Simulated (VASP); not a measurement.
NaH:

```
CELL_PARAMETERS angstrom
3.97165 0.00000 0.00000
-1.98583 3.43955 0.00000
0.00000 0.00000 4.87402
ATOMIC_POSITIONS crystal
Na 0.33333 0.66667 0.93749
Na 0.66667 0.33333 0.43749
H 0.33333 0.66667 0.43751
H 0.66667 0.33333 0.93751
```

* Program: VASP 6.6.1
* Task: relaxation of cell and atoms
* Functional: LDA
* Potentials or basis: VASP PAW LDA potentials, release 64 (Na_pv, H)
* Cutoff: 600 eV
* k mesh: 6 × 6 × 6
* Occupations: fermi-dirac, width 0.02 eV
* Spin: no spin polarisation

At the start: pressure -1.6 GPa; volume 16.65 Å³/atom.

Question: Where does the relaxation end?

Answer: Over 4 steps the energy falls by 7.6 meV/atom and the volume is 15.26 Å³/atom (-8.3 %); space group P6_3/mmc (No. 194, to 0.05 Å).

Step by step:
| step | energy change (eV) | largest force (eV/Å) | pressure (GPa) | volume (Å³) |
| --- | --- | --- | --- | --- |
| 1 | 0.0000 | 0.0001 | -1.64 | 66.58 |
| 2 | -0.0146 | 0.0001 | -1.26 | 64.96 |
| 3 | -0.0294 | 0.0001 | 0.29 | 60.24 |
| 4 | -0.0302 | 0.0001 | 0.03 | 61.05 |

Final structure:
```yaml
crystal:
  lattice:
    - [3.86175, 0.00000, 0.00000]
    - [-1.93088, 3.34437, 0.00000]
    - [0.00000, 0.00000, 4.72691]
  atoms:
    - { symbol: Na, position: [0.33333, 0.66667, 0.93749] }
    - { symbol: Na, position: [0.66667, 0.33333, 0.43749] }
    - { symbol: H, position: [0.33333, 0.66667, 0.43751] }
    - { symbol: H, position: [0.66667, 0.33333, 0.93751] }
```
